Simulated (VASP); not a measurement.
Crystal: Al3InAs4.

```xyz
8
Lattice="-4.0863 0.0196 0.0151 -0.0410 4.1104 5.6448 0.0018 4.3090 -5.7853" Properties=species:S:1:pos:R:3 pbc="T T T"
Al   -0.0810    4.4625   -5.7663
Al   -2.0423    2.1591    2.7447
Al   -1.9611    6.2800    2.8447
In   -0.1861    4.1679   -0.1206
As    0.0250    6.3670    1.4214
As   -2.0390    4.2160   -1.5754
As   -0.0393    1.8676    1.5805
As   -2.0272    4.0972    4.0545
```

* Program: VASP 6.6.1
* Task: relaxation of cell and atoms
* Functional: PBE
* Potentials or basis: VASP PAW PBE potentials, release 64 (Al, In_d, As)
* Cutoff: 600 eV
* k mesh: 4 × 2 × 2
* Occupations: gaussian, width 0.1 eV
* Spin: no spin polarisation

At the start: pressure 2.7 GPa; volume 24.57 Å³/atom.

Question: Where does the relaxation end?

Answer: Over 20 steps the energy falls by 145.9 meV/atom and the volume is 24.90 Å³/atom (+1.4 %); space group P1 (No. 1, to 0.1 Å) before, Amm2 (No. 38, to 0.1 Å).

The path:
| step | energy change (eV) | largest force (eV/Å) | pressure (GPa) | volume (Å³) |
| --- | --- | --- | --- | --- |
| 1 | 0.0000 | 3.1357 | 2.74 | 196.56 |
| 2 | -0.8717 | 0.9077 | -2.49 | 208.43 |
| 3 | -0.8991 | 0.9314 | -2.00 | 206.35 |
| 4 | -1.0959 | 0.4495 | 0.06 | 198.78 |
| 5 | -1.1040 | 0.4830 | 0.65 | 196.99 |
| 6 | -1.1479 | 0.2084 | 0.22 | 198.27 |
| 7 | -1.1480 | 0.2080 | 0.21 | 198.31 |
| 8 | -1.1552 | 0.1119 | -0.12 | 199.41 |
| 9 | -1.1555 | 0.1040 | -0.22 | 199.73 |
| 10 | -1.1582 | 0.0785 | 0.01 | 199.06 |
| 11 | -1.1587 | 0.0868 | 0.15 | 198.64 |
| 12 | -1.1610 | 0.0608 | 0.05 | 199.00 |
| 13 | -1.1617 | 0.0727 | -0.06 | 199.37 |
| 14 | -1.1633 | 0.0597 | -0.08 | 199.42 |
| 15 | -1.1649 | 0.0938 | -0.11 | 199.54 |
| 16 | -1.1666 | 0.0435 | 0.03 | 199.08 |
| 17 | -1.1669 | 0.0294 | 0.11 | 198.80 |
| 18 | -1.1673 | 0.0297 | -0.03 | 199.27 |
| 19 | -1.1673 | 0.0299 | -0.03 | 199.28 |
| 20 | -1.1675 | 0.0237 | -0.02 | 199.24 |

Final structure:
```cif
data_structure
_symmetry_space_group_name_H-M 'P 1'
_symmetry_Int_Tables_number 1
_cell_length_a 4.1486
_cell_length_b 7.1221
_cell_length_c 7.1204
_cell_angle_alpha 108.734
_cell_angle_beta 89.985
_cell_angle_gamma 90.016
_cell_volume 199.24
loop_
_atom_site_label
_atom_site_type_symbol
_atom_site_fract_x
_atom_site_fract_y
_atom_site_fract_z
_atom_site_occupancy
Al1 Al 0.99557 0.00053 0.00009 1
Al2 Al 0.50171 0.50090 0.00061 1
Al3 Al 0.49867 0.99880 0.49923 1
In1 In 0.00417 0.50079 0.49919 1
As1 As 0.99857 0.89119 0.63041 1
As2 As 0.50381 0.36276 0.63667 1
As3 As 0.00166 0.37015 0.10866 1
As4 As 0.49583 0.87489 0.12513 1
```

Caveat: the k points lie up to 0.47 Å⁻¹ apart in the final cell.
